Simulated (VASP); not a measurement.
Here is a VASP 6.6.1 calculation.

Contents of INCAR:

```
SYSTEM = Ru
ALGO = Normal
EDIFF = 1E-6
ENCUT = 520
GGA = PE
ISIF = 2
ISMEAR = -1
LASPH = .TRUE.
LCHARG = .FALSE.
LREAL = .FALSE.
LWAVE = .FALSE.
NBANDS = 66
NELM = 100
PREC = Accurate
SIGMA = 0.1
```

KPOINTS

```
k-points
0
G
  7 7 7
  0 0 0
```

The input POSCAR:

```
Ru
1.0
    4.8462207896      0.0000000000      0.0000000000
    0.0000000000      4.8462207896      0.0000000000
    0.0000000000      0.0000000000      4.8462207896
Ru
8
Direct
    0.0000000000      0.0000000000      0.0000000000
    0.5000000000      0.5000000000      0.5000000000
    0.2500000000      0.0000000000      0.5000000000
    0.7500000000      0.0000000000      0.5000000000
    0.5000000000      0.2500000000      1.0000000000
    0.5000000000      0.7500000000      1.0000000000
    1.0000000000      0.5000000000      0.2500000000
    1.0000000000      0.5000000000      0.7500000000
```

Potentials or basis: VASP PAW PBE potentials, release 64 (Ru_pv).

Command:

```console
$ cat potpaw_PBE.64/Ru_pv/POTCAR > POTCAR
$ mpirun -np 1 vasp_std > vasp.out
```

Q: Estimate the band gap on the k mesh.

A: Zero (band 56 reaches 12.40 eV, above the bottom of band 57 at 11.90 eV).

Q: What does it give for the pressure?

A: -0.2 GPa.
